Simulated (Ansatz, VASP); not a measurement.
## GaSb3: VASP beside Ansatz

```
Sb Ga
1.0
     0.00000    3.73060    3.73060
     3.73060    0.00000    3.73060
     3.73060    3.73060    0.00000
Sb Ga
3 1
Direct
  0.50000 0.50000 0.50000
  0.75000 0.75000 0.75000
  0.25000 0.25000 0.25000
  0.00000 0.00000 0.00000
```

Alike in both runs: task single point; functional PBE-based screened hybrid with a share of 0.1 of exact exchange and HFSCREEN = 0.2078699; k mesh 4 × 4 × 4; occupations fermi-dirac, width 0.05 eV; no spin polarisation.

|  | VASP | Ansatz |
| --- | --- | --- |
| version | VASP 6.6.1 | Ansatz 0.2.0 |
| potentials or method | VASP PAW PBE potentials, release 64 (Sb, Ga_d) | Ansatz PAW |
| plane-wave cutoff (eV) | 520 | 420 |
| valence electrons in the cell | 28 | 58 |

Ansatz gave:

- gap on the k mesh at the Fermi level (eV): none
- pressure (GPa): -3.2

Task: Estimate VASP's values.

Result: gap on the k mesh at the Fermi level (eV): none; pressure (GPa): -3.5.

VASP's potentials were made for PBE, not for PBE-based screened hybrid. A gap of «none» marks a metal or a gap that the smearing closes. The functional is the same, so the differences come from potentials, cutoffs and numerics. VASP's potentials hold 28 valence electrons a cell and Ansatz's 58, so a difference there can come from the potentials and not from the codes.

The k mesh is coarse, so the values compare programs but aren't converged. Spin-orbit coupling is off throughout.
